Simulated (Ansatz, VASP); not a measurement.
# Two plane-wave programs on BiTe

Contents of INCAR:

```
SYSTEM = BiTe
PREC = Accurate
ENCUT = 600
EDIFF = 1E-6
ISMEAR = -1
SIGMA = 0.05
LREAL = .False.
LASPH = .True.
NELM = 60
ALGO = Normal
ISIF = 3
LWAVE = .False.
LCHARG = .False.
GGA = RE
IBRION = 2
NSW = 60
EDIFFG = -0.01
```

The input KPOINTS:

```
Automatic mesh
0
Gamma
  7 7 7
  0 0 0
```

Contents of POSCAR:

```
BiTe
1.0
    2.4227077728      1.3987509848      3.3172919545
   -2.4227077728      1.3987509848      3.3172919545
    0.0000000000     -2.7975019696      3.3172919545
Bi Te
1 1
Direct
    0.5000000000      0.5000000000      0.5000000000
    0.0000000000      0.0000000000      0.0000000000
```

File input.yaml:

```yaml
crystal:
  lattice:
    - [2.4227077728, 1.3987509848, 3.3172919545]
    - [-2.4227077728, 1.3987509848, 3.3172919545]
    - [0.0, -2.7975019696, 3.3172919545]
  atoms:
    - { symbol: Bi, position: [0.5, 0.5, 0.5] }
    - { symbol: Te, position: [0.0, 0.0, 0.0] }
hamiltonian:
  xc: revpbe
  pseudopotentials: { kind: paw }
kpoints:
  mp_grid: { grid: [7, 7, 7] }
scf:
  occupations: { method: fermi_dirac, width: 0.05 }
output:
  forces: true
  stress: true
  eigenvalues: true
  write_density: true
  write_potential: true
  elf: true
  volumetric_format: npy
relax:
  f_tol: 0.01
  max_steps: 40
  cell: { stress_tol: 0.05 }
```

Alike in both runs: task relaxation of cell and atoms; functional revPBE; k mesh 7 × 7 × 7; occupations fermi-dirac, width 0.05 eV; no spin polarisation.

```csv
,VASP,Ansatz
version,VASP 6.6.1,Ansatz 0.2.0
potentials or method,"VASP PAW PBE potentials, release 64 (Bi_d, Te)",Ansatz PAW
plane-wave cutoff (eV),600,420
valence electrons in the cell,21,31
```

```tsv
	VASP	Ansatz	Ansatz less VASP
gap on the k mesh at the Fermi level, each at its own relaxed structure (eV)	none	none	-
relaxed volume (Å³/atom)	34.57	34.57	+0.003
relaxed cell length with the largest relative difference (Å)	4.385	4.385	+0.0007
```

VASP's potentials were made for PBE, not for revPBE. A gap of «none» marks a metal or a gap that the smearing closes. VASP's potentials hold 21 valence electrons a cell and Ansatz's 31, so a difference there can come from the potentials and not from the codes.

Neither program's run includes spin-orbit coupling. Noted on Ansatz's run: the plane-wave basis is chosen anew once the cell has moved, so the energies of steps on either side of that aren't comparable.
